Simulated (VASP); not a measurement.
# AlN (P1) in VASP: notebook

Runs on AlN. Level: r2SCAN. Tasks: single point.

Program: VASP 6.6.1. These are calculated values, not measurements. Logs are shortened: lines on timing, memory, paths and dates and some standing lists are left out, and cuts for length are marked.

**1. The cell of the first run**

The typed cell holds 4 atoms: a = 3.111 Å, b = 3.111 Å, c = 4.978 Å, α = 90.00°, β = 90.00°, γ = 120.00°.

**2. Single point, r2SCAN (atom 3 (N) moved by (-0.600, -0.300) A along x and y)**

Contents of POSCAR:

```
AlN
1.0
    3.1110021516      0.0000000000      0.0000000000
   -1.5555010758      2.6942068945      0.0000000000
    0.0000000000      0.0000000000      4.9780000000
Al N
2 2
Direct
    0.3333333333      0.6666666667      0.0000000000
    0.6666666667      0.3333333333      0.5000000000
    0.0847944243      0.5553166435      0.3850000000
    0.6666666667      0.3333333333      0.8850000000
```

Contents of INCAR.step1:

```
PREC = Accurate ; ENCUT = 520
ISMEAR = 0 ; SIGMA = 0.05
LREAL = False ; LASPH = True
NELM = 80 ; NBANDS = 16
GGA = PE ; ALGO = Normal
EDIFF = 1E-4 ; LWAVE = True
LCHARG = False
```

Contents of INCAR.step2:

```
PREC = Accurate ; ENCUT = 520
EDIFF = 1E-6 ; ISMEAR = 0
SIGMA = 0.05 ; LREAL = False
LASPH = True ; NELM = 80
ALGO = Normal ; ISIF = 2
LWAVE = False ; LCHARG = False
METAGGA = R2SCAN ; LMIXTAU = True
NBANDS = 16 ; ISTART = 1
```

Contents of KPOINTS:

```
Automatic mesh
0
Gamma
  12 12 6
```

Potentials or basis: VASP PAW PBE potentials, release 64 (Al, N).

Run with:

```console
$ cat potpaw_PBE.64/Al/POTCAR potpaw_PBE.64/N/POTCAR > POTCAR
$ cp INCAR.step1 INCAR
$ mpirun -np 1 vasp_std > vasp.out
$ cp INCAR.step2 INCAR
$ mpirun -np 1 vasp_std > vasp.out
```

OUTCAR:

```text
PREC = Accurate
   ENCUT = 520
   EDIFF = 1E-6
   ISMEAR = 0
   LREAL = False
   LASPH = True
   NELM = 80
   ISIF = 2
   METAGGA = R2SCAN
   ISTART = 1

 ion  position               nearest neighbor table
   1  0.333  0.667  0.000-   4 1.89   4 1.89   4 1.89   3 2.03   2 3.07   2 3.07   2 3.07   2 3.07
                             2 3.07   2 3.07
   2  0.667  0.333  0.500-   3 1.26   4 1.92   3 2.25   3 2.31   1 3.07   1 3.07   1 3.07   1 3.07
                             1 3.07   1 3.07
   3  0.085  0.555  0.385-   2 1.26   1 2.03   2 2.25   2 2.31
   4  0.667  0.333  0.885-   1 1.89   1 1.89   1 1.89   2 1.92

 -----------------------------------------------------------------------------
|                                                                             |
|           W    W    AA    RRRRR   N    N  II  N    N   GGGG   !!!           |
|           W    W   A  A   R    R  NN   N  II  NN   N  G    G  !!!           |
|           W    W  A    A  R    R  N N  N  II  N N  N  G       !!!           |
|           W WW W  AAAAAA  RRRRR   N  N N  II  N  N N  G  GGG   !            |
|           WW  WW  A    A  R   R   N   NN  II  N   NN  G    G                |
|           W    W  A    A  R    R  N    N  II  N    N   GGGG   !!!           |
|                                                                             |
|     The distance between some ions is very small. Please check the          |
|     nearest-neighbor list in the OUTCAR file.                               |
|     I HOPE YOU KNOW WHAT YOU ARE DOING!                                     |
|                                                                             |
 -----------------------------------------------------------------------------

  LATTYP: Found a hexagonal cell.
 ALAT       =     3.1110021516
 C/A-ratio  =     1.6001274694

  Lattice vectors:

 A1 = (   3.1110021516,   0.0000000000,   0.0000000000)
 A2 = (  -1.5555010758,   2.6942068945,   0.0000000000)
 A3 = (   0.0000000000,   0.0000000000,   4.9780000000)

Analysis of symmetry for initial positions (statically):
=====================================================================
 Subroutine PRICEL returns:
 Original cell was already a primitive cell.

 Routine SETGRP: Setting up the symmetry group for a
 hexagonal supercell.

 Subroutine GETGRP returns: Found  1 space group operations
 (whereof  1 operations were pure point group operations)
 out of a pool of 24 trial point group operations.

The static configuration has the point symmetry C_1 .

Analysis of symmetry for dynamics (positions and initial velocities):
=====================================================================
 Subroutine PRICEL returns:
 Original cell was already a primitive cell.

 Routine SETGRP: Setting up the symmetry group for a
 hexagonal supercell.

 Subroutine GETGRP returns: Found  1 space group operations
 (whereof  1 operations were pure point group operations)
 out of a pool of 24 trial point group operations.

The dynamic configuration has the point symmetry C_1 .

 Subroutine INISYM returns: Found  1 space group operations
 (whereof  1 operations are pure point group operations),
 and found     1 'primitive' translations

----------------------------------------------------------------------------------------

                                     Primitive cell

  volume of cell :      41.7240

  direct lattice vectors                    reciprocal lattice vectors
     3.111002152  0.000000000  0.000000000     0.321439829  0.185583372  0.000000000
    -1.555501076  2.694206895  0.000000000     0.000000000  0.371166744  0.000000000
     0.000000000  0.000000000  4.978000000     0.000000000  0.000000000  0.200883889

  length of vectors
     3.111002152  3.111002152  4.978000000     0.371166744  0.371166744  0.200883889

  position of ions in fractional coordinates (direct lattice)
     0.333333333  0.666666667  0.000000000
     0.666666667  0.333333333  0.500000000
     0.084794424  0.555316643  0.385000000
     0.666666667  0.333333333  0.885000000

  ion indices of the primitive-cell ions
   primitive index   ion index
                 1           1
                 2           2
                 3           3
                 4           4

----------------------------------------------------------------------------------------

 KPOINTS: Automatic mesh

Automatic generation of k-mesh.
 Grid dimensions read from file:
 generate k-points for:   12   12    6

 Generating k-lattice:

  Cartesian coordinates                     Fractional coordinates (reciprocal lattice)
     0.026786652  0.015465281  0.000000000     0.083333333  0.000000000  0.000000000
     0.000000000  0.030930562  0.000000000     0.000000000  0.083333333  0.000000000
     0.000000000  0.000000000  0.033480648     0.000000000  0.000000000  0.166666667

  Length of vectors
     0.030930562  0.030930562  0.033480648

  Shift w.r.t. Gamma in fractional coordinates (k-lattice)
     0.000000000  0.000000000  0.000000000

 Subroutine IBZKPT returns following result:
 ===========================================

 Found    436 irreducible k-points:

 Following reciprocal coordinates:
            Coordinates               Weight
  0.000000  0.000000  0.000000      1.000000
  0.083333  0.000000  0.000000      2.000000
  0.000000  0.083333  0.000000      2.000000
 -0.083333  0.083333  0.000000      2.000000
  0.166667 -0.000000  0.000000      2.000000
  0.000000  0.166667  0.000000      2.000000
[... 16 lines left out ...]
  0.166667  0.083333  0.000000      2.000000
 -0.083333  0.250000  0.000000      2.000000
 [... further k-points ...]
   k-points           NKPTS =    436   k-points in BZ     NKDIM =    436   number of bands    NBANDS=     16
   number of dos      NEDOS =    301   number of ions     NIONS =      4
   total plane-waves  NPLWV =  23040
   dimension x,y,z NGX =    24 NGY =   24 NGZ =   40
   dimension x,y,z NGXF=    48 NGYF=   48 NGZF=   80
   ions per type =               2   2
   NGX,Y,Z   is equivalent  to a cutoff of  12.83, 12.83, 13.36 a.u.
   NGXF,Y,Z  is equivalent  to a cutoff of  25.65, 25.65, 26.72 a.u.
 SYSTEM =  unknown system
   PREC   = accura    normal or accurate (medium, high low for compatibility)
   ISTART =      1    job   : 0-new  1-cont  2-samecut
   ICHARG =      0    charge: 1-file 2-atom 10-const
   ISPIN  =      1    spin polarized calculation?
   LNONCOLLINEAR =      F non collinear calculations
   LSORBIT =      F    spin-orbit coupling
   LASPH  =      T    aspherical Exc in radial PAW
   ENCUT  =  520.0 eV  38.22 Ry    6.18 a.u.   5.78  5.78  9.26*2*pi/ulx,y,z
   NELM   =     80;   NELMIN=  2; NELMDL=  0     # of ELM steps
   EDIFF  = 0.1E-05   stopping-criterion for ELM
   LREAL  =      F    real-space projection
   EDIFFG = 0.1E-04   stopping-criterion for IOM
   NSW    =      0    number of steps for IOM
   IBRION =     -1    ionic relax: 0-MD 1-quasi-New 2-CG
   NFREE  =      0    steps in history (QN), initial steepest desc. (CG)
   ISIF   =      2    stress and relaxation
   ISYM   =      2    0-nonsym 1-usesym 2-fastsym
   POTIM  = 0.5000    time-step for ionic-motion
   TEBEG  =    0.0;   TEEND  =   0.0 temperature during run
   PSTRESS=    0.0 pullay stress
   NELECT =      16.0000    total number of electrons
   NUPDOWN=      -1.0000    fix difference up-down
   EMIN   =  10.00;   EMAX   =-10.00  energy-range for DOS
   EFERMI =   0.00;   METHOD = LEGACY
   ISMEAR =     0;   SIGMA  =   0.05  broadening in eV -4-tet -1-fermi 0-gaus
   EFERMI_NEDOS =   21; number of points for ismear=-14 and -15
   IALGO  =     38    algorithm
   IMIX   =      4    mixing-type and parameters
     AMIX     =   0.40;   BMIX     =  1.00
     AMIX_MAG =   1.60;   BMIX_MAG =  1.00
  volume/ion in A,a.u.               =      10.43        70.39
  Fermi-wavevector in a.u.,A,eV,Ry     =   1.189377  2.247596 19.247033  1.414617
  Thomas-Fermi vector in A             =   2.325485
   LORBIT       =      0    0 simple, 1 ext, 2 COOP (PROOUT), +10 PAW based schemes
   METAGGA = R2SCAN    functional components
   LHFCALC =     F    Hartree Fock is set to
   AEXX    =    0.0000 exact exchange contribution
   IVDW    =     0    specifies the selected vdW correction
   LEPSILON=     F    determine dielectric tensor
   LRPA    =     F    only Hartree local field effects (RPA)
 non-spin polarized calculation
 Gauss-broadening in eV      SIGMA  =   0.05
  energy-cutoff  :      520.00
  volume of cell :       41.72
 maximum number of plane-waves:      1152
   NGX = 11   NGY = 11   NGZ = 19

 number of electron      15.9999999 magnetization

 Free energy of the ion-electron system (eV)
  ---------------------------------------------------
  ext. energy  EPLUGINS =         0.00000000
  ---------------------------------------------------
  free energy    TOTEN  =       -29.04492721 eV

  energy without entropy =      -29.04492721  energy(sigma->0) =      -29.04492721

 E-fermi :   6.2111     XC(G=0): -11.3368

 val. band max:        5.9882856358   @ k =   0.0000   0.0000   0.0000
 cond. band min:      10.1851567798   @ k =   0.0000   0.0000   0.0000
 fundamental gap:      4.1968711440
 Fermi energy:         6.2111312894

 k-point     1 :       0.0000    0.0000    0.0000
  band No.  band energies     occupation
      1     -10.0745      2.00000
      2      -7.8856      2.00000
      3      -0.2068      2.00000
      4       4.7207      2.00000
      5       5.0587      2.00000
      6       5.3694      2.00000
[... 8 lines left out ...]
     15      19.8671      0.00000
     16      21.0411      0.00000

 k-point     2 :       0.0833    0.0000    0.0000
  band No.  band energies     occupation
      1      -9.9861      2.00000
      2      -7.8379      2.00000
      3      -0.0990      2.00000
      4       4.2976      2.00000
      5       4.9266      2.00000
      6       5.1028      2.00000
[... 8 lines left out ...]
     15      19.8150      0.00000
     16      20.6535      0.00000

 k-point     3 :       0.0000    0.0833    0.0000
  band No.  band energies     occupation
      1      -9.9899      2.00000
      2      -7.8332      2.00000
      3      -0.1055      2.00000
      4       4.2616      2.00000
      5       4.8954      2.00000
      6       5.2952      2.00000
[... 8 lines left out ...]
     15      19.9484      0.00000
     16      20.4863      0.00000

 k-point     4 :      -0.0833    0.0833    0.0000
  band No.  band energies     occupation
      1      -9.9904      2.00000
      2      -7.8326      2.00000
      3      -0.1064      2.00000
      4       4.2643      2.00000
      5       4.8811      2.00000
      6       5.3069      2.00000
[... 8 lines left out ...]
     15      19.9385      0.00000
     16      20.4960      0.00000

 k-point     5 :       0.1667   -0.0000    0.0000
  band No.  band energies     occupation
      1      -9.7291      2.00000
      2      -7.7088      2.00000
      3       0.2189      2.00000
      4       3.3564      2.00000
      5       4.3574      2.00000
      6       4.6376      2.00000
[... 8 lines left out ...]
     15      19.6738      0.00000
     16      20.2432      0.00000

 k-point     6 :       0.0000    0.1667    0.0000
  band No.  band energies     occupation
      1      -9.7459      2.00000
      2      -7.6873      2.00000
      3       0.1902      2.00000
      4       3.2152      2.00000
      5       4.3954      2.00000
      6       4.9717      2.00000
[... 8 lines left out ...]
     15      19.6510      0.00000
     16      20.5392      0.00000
[... 267 lines left out ...]
 k-point    21 :      -0.0833    0.1667    0.0000
  band No.  band energies     occupation
      1      -9.8303      2.00000
      2      -7.7282      2.00000
      3       0.0850      2.00000
      4       3.5681      2.00000
      5       4.4177      2.00000
      6       5.1732      2.00000
[... 8 lines left out ...]
     15      19.5012      0.00000
     16      20.4605      0.00000

 k-point    22 :      -0.1667    0.0833    0.0000
  band No.  band energies     occupation
      1      -9.8187      2.00000
      2      -7.7427      2.00000
      3       0.1047      2.00000
      4       3.6000      2.00000
      5       4.5147      2.00000
      6       4.9281      2.00000
[... 8 lines left out ...]
     15      19.7658      0.00000
     16      20.1509      0.00000

 k-point    23 :       0.1667    0.0833    0.0000
  band No.  band energies     occupation
      1      -9.4893      2.00000
      2      -7.5949      2.00000
      3       0.5207      2.00000
      4       2.7013      2.00000
      5       3.7733      2.00000
      6       4.4278      2.00000
[... 8 lines left out ...]
     15      19.6024      0.00000
     16      20.3349      0.00000

 k-point    24 :      -0.0833    0.2500    0.0000
  band No.  band energies     occupation
      1      -9.5255      2.00000
      2      -7.5480      2.00000
      3       0.4578      2.00000
      4       2.5404      2.00000
      5       3.7123      2.00000
      6       4.8184      2.00000
[... 8 lines left out ...]
     15      20.5314      0.00000
     16      20.9983      0.00000

 [... further k-points ...]

------------------------ aborting loop because EDIFF is reached ----------------------------------------

  FORCE on cell =-STRESS in cart. coord.  units (eV):
  Direction    XX          YY          ZZ          XY          YZ          ZX
  --------------------------------------------------------------------------------------
  -------------------------------------------------------------------------------------
  Total       28.4600411      9.8979385     10.5283482     19.2102917    -11.7036051    -18.3550697
  in kB     1092.8484954    380.0748973    404.2822498    737.6636685   -449.4114100   -704.8236595
  external PRESSURE =     625.7352142 kB  Pullay stress =       0.0000000 kB

 VOLUME and BASIS-vectors are now :
 -----------------------------------------------------------------------------
  energy-cutoff  :      520.00
  volume of cell :       41.72
      direct lattice vectors                 reciprocal lattice vectors
     3.111002152  0.000000000  0.000000000     0.321439829  0.185583372  0.000000000
    -1.555501076  2.694206895  0.000000000     0.000000000  0.371166744  0.000000000
     0.000000000  0.000000000  4.978000000     0.000000000  0.000000000  0.200883889

 POSITION                                       TOTAL-FORCE (eV/Angst)
 -----------------------------------------------------------------------------------
     -0.00000      1.79614      0.00000        -0.914052     -0.430030      0.954093
      1.55550      0.89807      2.48900       -34.668118    -21.689781     19.945952
     -0.60000      1.49614      1.91653        36.390817     22.604512    -20.359827
      1.55550      0.89807      4.40553        -0.808648     -0.484701     -0.540218
 -----------------------------------------------------------------------------------
    total drift:                                0.000867      0.000426     -0.000871

  FREE ENERGIE OF THE ION-ELECTRON SYSTEM (eV)
  ---------------------------------------------------
  free  energy   TOTEN  =       -29.0449272114 eV

  energy  without entropy=      -29.0449272114  energy(sigma->0) =      -29.04492721
```

Wall time 4.7 min (1 thread of Intel Xeon 6975P-C (Granite Rapids), shared host); peak memory 0.35 GiB.

What came out:

| Quantity | Value |
| --- | --- |
| Free energy | -29.0449 eV |
| Pressure | 62.6 GPa |
| Largest force | 47.432 eV/Å |
| Band gap on the k mesh | 4.20 eV |

Forces in eV/Å, atoms in the order of the input:
```
Al   -0.914  -0.430   0.954
Al  -34.668 -21.690  19.946
N    36.391  22.605 -20.360
N    -0.809  -0.485  -0.540
```

Caveat: the cell differs from its parent crystal (atom 3 (N) moved by (-0.600, -0.300) A along x and y); atoms lie so close that the PAW spheres overlap strongly, which falsifies energies and pressures; the cell stands under pressure; the PAW data sets were made with another functional, which shifts forces and pressure a little. A k mesh can miss the band edges.

[end of part 1 of 2]
